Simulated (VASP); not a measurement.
# LaCoPO (P4/nmm) in VASP: single point with PBE+U

Aim: the single point of LaCoPO with PBE+U.

All numbers are computed with VASP 6.6.1; they aren't measurements. Logs are shortened: lines on timing, memory, paths and dates and some standing lists are left out, and cuts for length are marked.

## Step 1: The cell of the first run

Symmetry: P4/nmm, No. 129, tetragonal system. The conventional cell has a = 3.991 Å, b = 3.991 Å, c = 8.265 Å, α = 90.00°, β = 90.00°, γ = 90.00°. Within 3.1 Å of La (site symmetry 4mm) lie 4 O at 2.36 Å. Co (site symmetry -4m2) has 4 P at 2.22 Å and 4 Co at 2.82 Å within 2.9 Å. Within 2.9 Å of P (site symmetry 4mm) lie 4 Co at 2.22 Å. Within 3.1 Å of O (site symmetry -4m2) lie 4 La at 2.36 Å and 4 O at 2.82 Å.

## Step 2: Single point, PBE+U, collinear spin, ferromagnetic start

The input, INCAR:

```
ALGO = Normal ; EDIFF = 1E-7
ENCUT = 520 ; GGA = PE
ISIF = 2 ; ISMEAR = 0
ISPIN = 2 ; LASPH = T
LCHARG = F ; LDAU = T
LDAUJ = 0 0 0 0 ; LDAUL = -1 2 -1 -1
LDAUPRINT = 1 ; LDAUTYPE = 2
LDAUU = 0 3.3 0 0 ; LMAXMIX = 6
LORBIT = 11 ; LREAL = F
LWAVE = F ; MAGMOM = 0 0 3 3 0 0 0 0
NBANDS = 45 ; NELM = 150
PREC = Accurate ; SIGMA = 0.05
```

The input, KPOINTS:

```
k-points
0
Gamma
  6 6 4
```

The input, POSCAR:

```
LaCoPO
1.0
    3.9912560000      0.0000000000      0.0000000000
    0.0000000000      3.9912560000      0.0000000000
    0.0000000000      0.0000000000      8.2649260000
La Co P O
2 2 2 2
Direct
    0.0000000000      0.5000000000      0.8468680000
    0.5000000000      0.0000000000      0.1531320000
    0.5000000000      0.5000000000      0.5000000000
    0.0000000000      0.0000000000      0.5000000000
    0.5000000000      0.0000000000      0.6183690000
    0.0000000000      0.5000000000      0.3816310000
    0.0000000000      0.0000000000      0.0000000000
    0.5000000000      0.5000000000      0.0000000000
```

Potentials or basis: VASP PAW PBE potentials, release 64 (La, Co, P, O).

Run with:

```console
> cat potpaw_PBE.64/La/POTCAR potpaw_PBE.64/Co/POTCAR potpaw_PBE.64/P/POTCAR potpaw_PBE.64/O/POTCAR > POTCAR
> mpirun -np 1 vasp_std > vasp.out
```

OUTCAR:

```text
EDIFF = 1E-7
   ENCUT = 520
   GGA = PE
   ISIF = 2
   ISMEAR = 0
   ISPIN = 2
   LASPH = T
   LORBIT = 11
   LREAL = F
   NELM = 150
   PREC = Accurate

 ion  position               nearest neighbor table
   1  0.000  0.500  0.847-   7 2.36   8 2.36   7 2.36   8 2.36
   2  0.500  0.000  0.153-   7 2.36   8 2.36   8 2.36   7 2.36
   3  0.500  0.500  0.500-   5 2.22   6 2.22   5 2.22   6 2.22   4 2.82   4 2.82   4 2.82   4 2.82

   4  0.000  0.000  0.500-   5 2.22   6 2.22   6 2.22   5 2.22   3 2.82   3 2.82   3 2.82   3 2.82

   5  0.500  0.000  0.618-   3 2.22   4 2.22   3 2.22   4 2.22
   6  0.000  0.500  0.382-   3 2.22   4 2.22   4 2.22   3 2.22
   7  0.000  0.000  0.000-   1 2.36   2 2.36   1 2.36   2 2.36
   8  0.500  0.500  0.000-   1 2.36   2 2.36   2 2.36   1 2.36

  LATTYP: Found a simple tetragonal cell.
 ALAT       =     3.9912560000
 C/A-ratio  =     2.0707581774

  Lattice vectors:

 A1 = (   3.9912560000,   0.0000000000,   0.0000000000)
 A2 = (   0.0000000000,   3.9912560000,   0.0000000000)
 A3 = (   0.0000000000,   0.0000000000,   8.2649260000)

Analysis of symmetry for initial positions (statically):
=====================================================================
 Subroutine PRICEL returns:
 Original cell was already a primitive cell.

 Routine SETGRP: Setting up the symmetry group for a
 simple tetragonal supercell.

 Subroutine GETGRP returns: Found 16 space group operations
 (whereof  8 operations were pure point group operations)
 out of a pool of 16 trial point group operations.

The static configuration has the point symmetry D_2d.
 The point group associated with its full space group is D_4h.

Analysis of symmetry for dynamics (positions and initial velocities):
=====================================================================
 Subroutine PRICEL returns:
 Original cell was already a primitive cell.

 Routine SETGRP: Setting up the symmetry group for a
 simple tetragonal supercell.

 Subroutine GETGRP returns: Found 16 space group operations
 (whereof  8 operations were pure point group operations)
 out of a pool of 16 trial point group operations.

The dynamic configuration has the point symmetry D_2d.
 The point group associated with its full space group is D_4h.

Analysis of structural, dynamic, and magnetic symmetry:
=====================================================================
 Subroutine PRICEL returns:
 Original cell was already a primitive cell.

 Routine SETGRP: Setting up the symmetry group for a
 simple tetragonal supercell.

 Subroutine GETGRP returns: Found 16 space group operations
 (whereof  8 operations were pure point group operations)
 out of a pool of 16 trial point group operations.

The overall configuration has the point symmetry D_2d.
 The point group associated with its full space group is D_4h.

 Subroutine INISYM returns: Found 16 space group operations
 (whereof  8 operations are pure point group operations),
 and found     1 'primitive' translations

----------------------------------------------------------------------------------------

                                     Primitive cell

  volume of cell :     131.6613

  direct lattice vectors                    reciprocal lattice vectors
[... 168 lines left out ...]
  o =  0.7920  v =  0.0000  0.0000  0.0000  0.0000  0.0000  0.0000  1.0000 -0.0000 -0.0003 -0.0000      0.0000  0.0000  0.0000  0.0000  0.0000  0.0000  0.0000  0.0000  0.0000  0.0000
  o =  0.7920  v =  0.0000  0.0000  0.0000  0.0000  0.0000  0.0000  0.0003 -0.0000  1.0000  0.0000      0.0000  0.0000  0.0000  0.0000  0.0000  0.0000  0.0000  0.0000  0.0000  0.0000
  o =  0.8280  v =  0.0000  0.0003 -0.0000  1.0000 -0.0000  0.0000  0.0000  0.0000  0.0000  0.0000      0.0000  0.0000  0.0000  0.0000  0.0000  0.0000  0.0000  0.0000  0.0000  0.0000
  o =  0.8280  v =  0.0000 -1.0000  0.0000  0.0003  0.0000  0.0000  0.0000  0.0000  0.0000  0.0000      0.0000  0.0000  0.0000  0.0000  0.0000  0.0000  0.0000  0.0000  0.0000  0.0000
  o =  0.8545  v =  0.0000  0.0000  1.0000  0.0000  0.0000  0.0000  0.0000  0.0000  0.0000  0.0000      0.0000  0.0000  0.0000  0.0000  0.0000  0.0000  0.0000  0.0000  0.0000  0.0000
  o =  0.9247  v =  1.0000  0.0000  0.0000  0.0000  0.0000  0.0000  0.0000  0.0000  0.0000  0.0000      0.0000  0.0000  0.0000  0.0000  0.0000  0.0000  0.0000  0.0000  0.0000  0.0000

atom =   4  type =  2  l = 2

 onsite density matrix

spin component  1

  0.9247  0.0000  0.0000  0.0000  0.0000
  0.0000  0.8280  0.0000  0.0000 -0.0000
  0.0000  0.0000  0.8545  0.0000 -0.0000
  0.0000  0.0000  0.0000  0.8280  0.0000
  0.0000 -0.0000 -0.0000  0.0000  0.7645

spin component  2

  0.3419 -0.0000  0.0000 -0.0000 -0.0000
 -0.0000  0.7920 -0.0000  0.0000  0.0000
  0.0000 -0.0000  0.7646 -0.0000 -0.0000
 -0.0000  0.0000 -0.0000  0.7920  0.0000
 -0.0000  0.0000 -0.0000  0.0000  0.7401

 occupancies and eigenvectors

  o =  0.3419  v =  0.0000  0.0000  0.0000  0.0000  0.0000  1.0000  0.0000  0.0000  0.0000  0.0000      0.0000  0.0000  0.0000  0.0000  0.0000  0.0000  0.0000  0.0000  0.0000  0.0000
  o =  0.7401  v =  0.0000  0.0000  0.0000  0.0000  0.0000  0.0000 -0.0000  0.0000  0.0000  1.0000      0.0000  0.0000  0.0000  0.0000  0.0000  0.0000  0.0000  0.0000  0.0000  0.0000
  o =  0.7645  v =  0.0000 -0.0000  0.0000 -0.0000  1.0000  0.0000  0.0000  0.0000  0.0000  0.0000      0.0000  0.0000  0.0000  0.0000  0.0000  0.0000  0.0000  0.0000  0.0000  0.0000
  o =  0.7646  v =  0.0000  0.0000  0.0000  0.0000  0.0000  0.0000 -0.0000  1.0000 -0.0000 -0.0000      0.0000  0.0000  0.0000  0.0000  0.0000  0.0000  0.0000  0.0000  0.0000  0.0000
  o =  0.7920  v =  0.0000  0.0000  0.0000  0.0000  0.0000  0.0000  0.0002  0.0000  1.0000 -0.0000      0.0000  0.0000  0.0000  0.0000  0.0000  0.0000  0.0000  0.0000  0.0000  0.0000
  o =  0.7920  v =  0.0000  0.0000  0.0000  0.0000  0.0000  0.0000 -1.0000 -0.0000  0.0002 -0.0000      0.0000  0.0000  0.0000  0.0000  0.0000  0.0000  0.0000  0.0000  0.0000  0.0000
  o =  0.8280  v =  0.0000  0.0002  0.0000  1.0000  0.0000  0.0000  0.0000  0.0000  0.0000  0.0000      0.0000  0.0000  0.0000  0.0000  0.0000  0.0000  0.0000  0.0000  0.0000  0.0000
  o =  0.8280  v =  0.0000 -1.0000  0.0000  0.0002 -0.0000  0.0000  0.0000  0.0000  0.0000  0.0000      0.0000  0.0000  0.0000  0.0000  0.0000  0.0000  0.0000  0.0000  0.0000  0.0000
  o =  0.8545  v =  0.0000 -0.0000 -1.0000  0.0000  0.0000  0.0000  0.0000  0.0000  0.0000  0.0000      0.0000  0.0000  0.0000  0.0000  0.0000  0.0000  0.0000  0.0000  0.0000  0.0000
  o =  0.9247  v =  1.0000  0.0000  0.0000  0.0000  0.0000  0.0000  0.0000  0.0000  0.0000  0.0000      0.0000  0.0000  0.0000  0.0000  0.0000  0.0000  0.0000  0.0000  0.0000  0.0000

 number of electron      61.9999979 magnetization       1.4198165

 Free energy of the ion-electron system (eV)
  ---------------------------------------------------
  ext. energy  EPLUGINS =         0.00000000
  ---------------------------------------------------
  free energy    TOTEN  =       -54.86856905 eV

  energy without entropy =      -54.86705383  energy(sigma->0) =      -54.86781144

 E-fermi :   8.2626     XC(G=0): -10.8510

 val. band max:        8.2577836531   @ k =   0.3333   0.3333   0.5000
 cond. band min:       8.2793046580   @ k =   0.3333   0.3333   0.0000
 fundamental gap:      0.0215210049
 Fermi energy:         8.2626053909

 spin component 1

 k-point     1 :       0.0000    0.0000    0.0000
  band No.  band energies     occupation
      1     -23.6443      1.00000
      2     -23.4276      1.00000
      3     -10.9760      1.00000
      4      -9.5436      1.00000
      5      -7.4890      1.00000
      6      -7.4890      1.00000
[... 2201 lines left out ...]
     42      11.4956      0.00000
     43      11.5289      0.00000

 [... further k-points ...]

 [bands above 43 left out]

------------------------ aborting loop because EDIFF is reached ----------------------------------------

  FORCE on cell =-STRESS in cart. coord.  units (eV):
  Direction    XX          YY          ZZ          XY          YZ          ZX
  --------------------------------------------------------------------------------------
  -------------------------------------------------------------------------------------
  Total       -0.1862299     -0.1862299     -0.5194216      0.0000000      0.0000000      0.0000000
  in kB       -2.2662187     -2.2662187     -6.3208061      0.0000000      0.0000000      0.0000000
  external PRESSURE =      -3.6177478 kB  Pullay stress =       0.0000000 kB

 VOLUME and BASIS-vectors are now :
 -----------------------------------------------------------------------------
  energy-cutoff  :      520.00
  volume of cell :      131.66
      direct lattice vectors                 reciprocal lattice vectors
     3.991256000  0.000000000  0.000000000     0.250547697  0.000000000  0.000000000
     0.000000000  3.991256000  0.000000000     0.000000000  0.250547697  0.000000000
     0.000000000  0.000000000  8.264926000     0.000000000  0.000000000  0.120993219

 POSITION                                       TOTAL-FORCE (eV/Angst)
 -----------------------------------------------------------------------------------
      0.00000      1.99563      6.99930         0.000000      0.000000      0.030915
      1.99563      0.00000      1.26562         0.000000     -0.000000     -0.030915
      1.99563      1.99563      4.13246        -0.000000     -0.000000      0.000000
      0.00000      0.00000      4.13246         0.000000     -0.000000      0.000000
      1.99563      0.00000      5.11077         0.000000     -0.000000     -0.082936
      0.00000      1.99563      3.15415         0.000000     -0.000000      0.082936
      0.00000      0.00000      0.00000         0.000000      0.000000      0.000000
      1.99563      1.99563      0.00000         0.000000     -0.000000      0.000000
 -----------------------------------------------------------------------------------
    total drift:                                0.000000      0.000000      0.000000

  FREE ENERGIE OF THE ION-ELECTRON SYSTEM (eV)
  ---------------------------------------------------
  free  energy   TOTEN  =       -54.8685690543 eV

  energy  without entropy=      -54.8670538309  energy(sigma->0) =      -54.86781144

 total charge

# of ion       s       p       d       f       tot
--------------------------------------------------
    1        2.019   5.681   0.671   0.239   8.610
    2        2.019   5.681   0.671   0.239   8.610
    3        0.444   0.520   7.594   0.000   8.558
    4        0.444   0.520   7.594   0.000   8.558
    5        1.031   1.453   0.000   0.000   2.485
    6        1.031   1.453   0.000   0.000   2.485
    7        1.571   3.469   0.000   0.000   5.040
    8        1.571   3.469   0.000   0.000   5.040
--------------------------------------------------
tot         10.130  22.248  16.529   0.477  49.384

 magnetization (x)

# of ion       s       p       d       f       tot
--------------------------------------------------
    1       -0.000  -0.000  -0.000  -0.002  -0.003
    2       -0.000  -0.000  -0.000  -0.002  -0.003
    3        0.011  -0.004   0.770   0.000   0.777
    4        0.011  -0.004   0.770   0.000   0.777
    5        0.000  -0.007   0.000   0.000  -0.007
    6        0.000  -0.007   0.000   0.000  -0.007
    7       -0.000  -0.001   0.000   0.000  -0.001
    8       -0.000  -0.001   0.000   0.000  -0.001
--------------------------------------------------
tot          0.022  -0.024   1.539  -0.004   1.532
```

It took 12 min on 1 thread of Intel Xeon 8259CL, shared host; peak memory 0.48 GiB.

What came out:

```
Free energy                                           : -54.8686 eV
Pressure                                              : -0.4 GPa
Largest force                                         : 0.083 eV/Å
Net moment                                            : 1.42 μB per cell
Site moments                                          : La -0.00; Co +0.78; P -0.01; O -0.00 μB
Valence electrons inside the program's atomic spheres : La 8.61; Co 8.56; P 2.48; O 5.04
```

Forces on the atoms (eV/Å):
```
La   0.000  0.000  0.031
La   0.000  0.000 -0.031
Co   0.000  0.000  0.000
Co   0.000  0.000  0.000
P    0.000  0.000 -0.083
P    0.000  0.000  0.083
O    0.000  0.000  0.000
O    0.000  0.000  0.000
```

Stress tensor (GPa, compression positive):
```
-0.23  0.00  0.00
 0.00 -0.23  0.00
 0.00  0.00 -0.63
```

Eigenvalues of the final occupation matrices:
```csv
site,spin,trace,eigenvalues
site 3 d,1,4.20,0.76 0.83 0.83 0.85 0.92
site 3 d,2,3.43,0.34 0.74 0.76 0.79 0.79
site 4 d,1,4.20,0.76 0.83 0.83 0.85 0.92
site 4 d,2,3.43,0.34 0.74 0.76 0.79 0.79
```

Caveat: spin-orbit coupling is left out, which moves the levels of the heavy elements. The state reached can hang on the start; a lower one may exist.
